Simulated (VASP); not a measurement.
Here is a VASP 6.6.1 calculation.

INCAR

```
PREC = Accurate
ENCUT = 520
EDIFF = 1E-6
ISMEAR = -1
SIGMA = 0.1
LREAL = F
LASPH = T
NELM = 100
ALGO = Normal
ISIF = 2
LWAVE = F
LCHARG = F
GGA = PS
NBANDS = 34
```

The input KPOINTS:

```
regular mesh
0
Gamma
  8 7 13
```

The input POSCAR:

```
Nb
1.0
    0.0000000000      4.9074890921      0.0000000000
    0.0000000000      0.0000000000      5.1923512556
    2.8333401484      0.0000000000      0.0000000000
Nb
4
Direct
    0.3333333330      0.2500000000      0.0000000000
    0.8333333330      0.2500000000      0.5000000000
    0.1666666670      0.7500000000      0.5000000000
    0.6666666670      0.7500000000      0.0000000000
```

Potentials or basis: VASP PAW PBE potentials, release 64 (Nb_sv).

Launch:

```sh
$ cat potpaw_PBE.64/Nb_sv/POTCAR > POTCAR
$ mpirun -np 1 vasp_std > vasp.out
```

Question: Predict the band gap on the k mesh.

Answer: Zero (bands 26 and 27 overlap by 2.24 eV).

Question: Predict the pressure.

Answer: -0.3 GPa.

Question: What does it give for the largest force?

Answer: 0.004 eV/Å.

Forces on the atoms (eV/Å):
```
Nb   0.000  0.004  0.000
Nb   0.000  0.004  0.000
Nb   0.000 -0.004  0.000
Nb   0.000 -0.004  0.000
```

Caveat: the PAW data sets were made with another functional, which shifts forces and pressure a little.
